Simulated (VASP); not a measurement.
**Cu12H: single point with PBE+D3(BJ)**

Cu12H, a slab with vacuum:

```
Cu H
1.0
     5.03783    0.00000    0.00000
     0.00000    5.03783    0.00000
     0.00000    0.00000   20.66228
Cu H
12 1
Direct
  0.25000 0.25000 0.19359
  0.25000 0.75000 0.19359
  0.75000 0.25000 0.19359
  0.75000 0.75000 0.19359
  0.00000 0.00000 0.27979
  0.00000 0.50000 0.27979
  0.50000 0.00000 0.27979
  0.50000 0.50000 0.27979
  0.25000 0.25000 0.36599
  0.25000 0.75000 0.36599
  0.75000 0.25000 0.36599
  0.75000 0.75000 0.36599
  0.25000 0.25000 0.50151
```

```
Program             : VASP 6.6.1
Task                : single point
Functional          : PBE
Dispersion          : D3(BJ)
Potentials or basis : VASP PAW PBE potentials, release 64 (Cu, H)
Cutoff              : 520 eV
k mesh              : 5 × 5 × 1
Occupations         : gaussian, width 0.1 eV
Spin                : no spin polarisation
```

The largest force is 1.231 eV/Å and the dispersion energy per atom is -0.342 eV.

Forces in eV/Å, atoms in the order of the input:
```
Cu   0.000  0.000 -0.028
Cu   0.000  0.000 -0.039
Cu   0.000  0.000 -0.039
Cu   0.000  0.000 -0.049
Cu   0.020  0.020 -0.008
Cu   0.020 -0.020 -0.008
Cu  -0.020  0.020 -0.008
Cu  -0.020 -0.020 -0.008
Cu   0.000  0.000  0.944
Cu   0.000  0.000  0.220
Cu   0.000  0.000  0.220
Cu   0.000  0.000  0.033
H    0.000  0.000 -1.231
```

Levels at points of the mesh, in eV from the Fermi level:
```tsv
k point	band 63	band 64	band 65	band 66	band 67	band 68	band 69	band 70	band 71	band 72
(0.00, 0.00, 0.00)	-1.06	-0.15	-0.13	-0.05	-0.05	0.01	0.03	0.03	1.70	3.03
```

Wall time 15 min on 1 thread of Intel Xeon 6975P-C, on a shared host, peak memory 0.65 GiB.
